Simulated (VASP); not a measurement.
A run of VASP 6.6.1:

The input INCAR:

```
PREC = Accurate ; ENCUT = 520
EDIFF = 1E-7 ; ISMEAR = 0
SIGMA = 0.1 ; LREAL = F
LASPH = T ; NELM = 150
ALGO = Normal ; ISIF = 2
LWAVE = F ; LCHARG = T
ISPIN = 2 ; MAGMOM = 2 0 0 0 0
LORBIT = 11 ; LMAXMIX = 4
GGA = PE ; LELF = T
LVHAR = T ; NBANDS = 20
```

The input KPOINTS:

```
regular mesh
0
Gamma
  6 6 6
```

The input POSCAR:

```
VH4
1.0
   -2.0555385696      2.0555385696      2.0555385696
    2.0555385696     -2.0555385696      2.0555385696
    2.0555385696      2.0555385696     -2.0555385696
V H
1 4
Direct
    0.0000000000      0.0000000000      0.0000000000
    0.0000000000      0.0000000000      0.5000000000
    0.5000000000      0.0000000000      0.0000000000
    0.5000000000      0.5000000000      0.5000000000
    0.0000000000      0.5000000000      0.0000000000
```

Potentials or basis: VASP PAW PBE potentials, release 64 (V_sv, H).

The run is started by

```sh
$ cat potpaw_PBE.64/V_sv/POTCAR potpaw_PBE.64/H/POTCAR > POTCAR
$ mpirun -np 1 vasp_std > vasp.out
```

Hardware: 1 thread of Intel(R) Xeon(R) 6975P-C (Granite Rapids) (shared host).

Question: Estimate the wall time of this run.

Answer: Wall time 16 s on 1 thread of Intel(R) Xeon(R) 6975P-C (Granite Rapids) (shared host), peak memory 0.17 GiB. Counts: scf iterations 19, k points 16.
